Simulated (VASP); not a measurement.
Input of a VASP 6.6.1 run:

File INCAR:

```
ALGO = Normal
EDIFF = 1E-7
ENCUT = 520
GGA = PE
ISIF = 2
ISMEAR = 0
LASPH = True
LCHARG = False
LREAL = False
LWAVE = False
NBANDS = 22
NELM = 80
PREC = Accurate
SIGMA = 0.1
```

KPOINTS

```
k-points
0
Gamma
  6 6 6
```

Contents of POSCAR:

```
Na2P3
1.0
    1.7005670670      0.9818228539     10.2795585080
   -1.7005670670      0.9818228539     10.2795585080
    0.0000000000     -1.9636457078     10.2795585080
Na P
2 3
Direct
    0.3990563045      0.3990563045      0.3990563045
    0.6009436955      0.6009436955      0.6009436955
    0.0000000000      0.0000000000      0.0000000000
    0.1850602129      0.1850602129      0.1850602129
    0.8149397871      0.8149397871      0.8149397871
```

Potentials or basis: VASP PAW PBE potentials, release 64 (Na_pv, P).

The run is started by

```bash
$ cat potpaw_PBE.64/Na_pv/POTCAR potpaw_PBE.64/P/POTCAR > POTCAR
$ mpirun -np 1 vasp_std > vasp.out
```

Task: Predict the pressure.

Result: -0.1 GPa.

Task: Predict the largest force.

Result: 0.047 eV/Å.

Forces in eV/Å, atoms in the order of the input:
```
Na   0.000  0.000  0.009
Na   0.000  0.000 -0.009
P    0.000  0.000  0.000
P    0.000  0.000 -0.047
P    0.000  0.000  0.047
```
